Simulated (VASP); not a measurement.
Wanted: the native input for a VASP 6.6.1 run.

* Task: single point
* Functional: PBE
* Potentials or basis: VASP PAW PBE potentials, release 64 (Hg, Te)
* Cutoff: 520 eV
* k mesh: 11 × 11 × 11
* Occupations: fermi-dirac, width 0.03 eV
* Spin: no spin polarisation
* Dipole correction: no
* Further INCAR settings: ALGO = Normal; EDIFF = 1e-07; NBANDS = 16

The structure of HgTe lies in POSCAR:

```
HgTe
1.0
    0.0000000000      3.2448483043      3.2448483043
    3.2448483043      0.0000000000      3.2448483043
    3.2448483043      3.2448483043      0.0000000000
Hg Te
1 1
Direct
    0.0000000000      0.0000000000      0.0000000000
    0.7500000000      0.7500000000      0.7500000000
```

These files were run (other wordings do the same):

INCAR

```
ALGO = Normal
EDIFF = 1E-7
ENCUT = 520
GGA = PE
ISIF = 2
ISMEAR = -1
LASPH = True
LCHARG = False
LREAL = False
LWAVE = False
NBANDS = 16
NELM = 100
PREC = Accurate
SIGMA = 0.03
```

KPOINTS

```
k-points
0
Gamma
  11 11 11
```

Potentials or basis: VASP PAW PBE potentials, release 64 (Hg, Te).

Run with:

```bash
$ cat potpaw_PBE.64/Hg/POTCAR potpaw_PBE.64/Te/POTCAR > POTCAR
$ mpirun -np 1 vasp_std > vasp.out
```

Results of the run:

```yaml
Pressure: 3.1 GPa
Band_gap_on_the_k_mesh: zero (filled and empty bands touch)
```

Caveat: the cell stands under pressure; semilocal functionals underestimate gaps, so a narrow gap can read as zero; spin-orbit coupling is left out, which moves the levels of the heavy elements.

Run time: 98 s on 1 thread of Intel Xeon 8259CL, with other jobs on the host, peak memory 0.24 GiB.
